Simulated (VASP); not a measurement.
A run of VASP 6.6.1:

The input INCAR:

```
SYSTEM = Pt5Au
ALGO = Normal
DIPOL = 0.5 0.5 0.500
EDIFF = 1E-6
ENCUT = 520
GGA = PE
IDIPOL = 3
ISIF = 2
ISMEAR = -1
LASPH = .True.
LCHARG = .False.
LDIPOL = .True.
LREAL = .False.
LWAVE = .False.
NBANDS = 40
NELM = 60
PREC = Accurate
SIGMA = 0.08
```

KPOINTS

```
k-points
0
Gamma
  12 12 1
  0 0 0
```

File POSCAR:

```
Pt5Au
1.0
    2.8080030017      0.0000000000      0.0000000000
    0.0000000000      2.8080030017      0.0000000000
    0.0000000000      0.0000000000     25.9278000000
Au Pt
1 5
Direct
    0.2500000000      0.2500000000      0.3107378669
    0.7500000000      0.7500000000      0.3854489703
    0.2500000000      0.2500000000      0.4616921291
    0.7500000000      0.7500000000      0.5383078709
    0.2500000000      0.2500000000      0.6145510297
    0.7500000000      0.7500000000      0.6892621332
```

Potentials or basis: VASP PAW PBE potentials, release 64 (Au, Pt).

Command:

```console
$ cat potpaw_PBE.64/Au/POTCAR potpaw_PBE.64/Pt/POTCAR > POTCAR
$ mpirun -np 1 vasp_std > vasp.out
```

Hardware: 1 thread of Intel(R) Xeon(R) 6975P-C (Granite Rapids) (shared host).

**Question.** Estimate the wall time of this run.

**Answer.** Run time: 4.2 min on 1 thread of Intel(R) Xeon(R) 6975P-C (Granite Rapids), with other jobs on the host, peak memory 0.44 GiB. Counts: scf iterations 36, k points 28.
